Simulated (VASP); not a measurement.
Runs of VASP 6.6.1 on CuI. The structure is that of space group P6_3/mmc (No. 194), or close to it. The cells are those of the table. 

| task | level | potentials or basis | cell | cutoff (eV) | smearing | gap on the mesh (eV) | pressure (GPa) | relaxed volume (Å³/atom) |
| --- | --- | --- | --- | --- | --- | --- | --- | --- |
| dielectric tensor | PBE | VASP PAW PBE potentials, release 64 (Cu, I) | a = 4.376, b = 4.376, c = 7.254 Å, angles 90.0, 90.0, 120.0°, 4 atoms | 520 | gaussian 0.01 eV | 1.23 | - | - |
| relaxation of cell and atoms | PBE | VASP PAW PBE potentials, release 64 (Cu, I) | relaxed from a = 4.571, b = 4.571, c = 5.714 Å, angles 90.0, 90.0, 120.0°, 4 atoms | 600 | fermi-dirac 0.02 eV | 1.16 | 0.0 | (b) |
| relaxation of cell and atoms | PBEsol | VASP PAW PBE potentials, release 64 (Cu, I) | relaxed from a = 4.390, b = 4.390, c = 8.096 Å, angles 90.0, 90.0, 120.0°, 4 atoms | 600 | fermi-dirac 0.02 eV | 1.03 | 0.0 | (a) |
| relaxation of cell and atoms | LDA | VASP PAW LDA potentials, release 64 (Cu, I) | relaxed from a = 4.390, b = 4.390, c = 8.096 Å, angles 90.0, 90.0, 120.0°, 4 atoms | 600 | fermi-dirac 0.02 eV | 0.92 | 0.0 | 26.17 |

Alike in all rows: no spin polarisation; k mesh 6 × 6 × 4.

Problem. Fill in the values left out.

Solution. (a) 27.72; (b) 32.90.

Caveats: spin-orbit coupling is left out, which moves the levels of the heavy elements; the volume moved by over 15 % at a fixed basis, so the end points are rough (at least some runs); the PAW data sets were made with another functional, which shifts forces and pressure a little (at least some runs).

A k mesh can miss the band edges, and the runs leave out spin-orbit coupling on I.
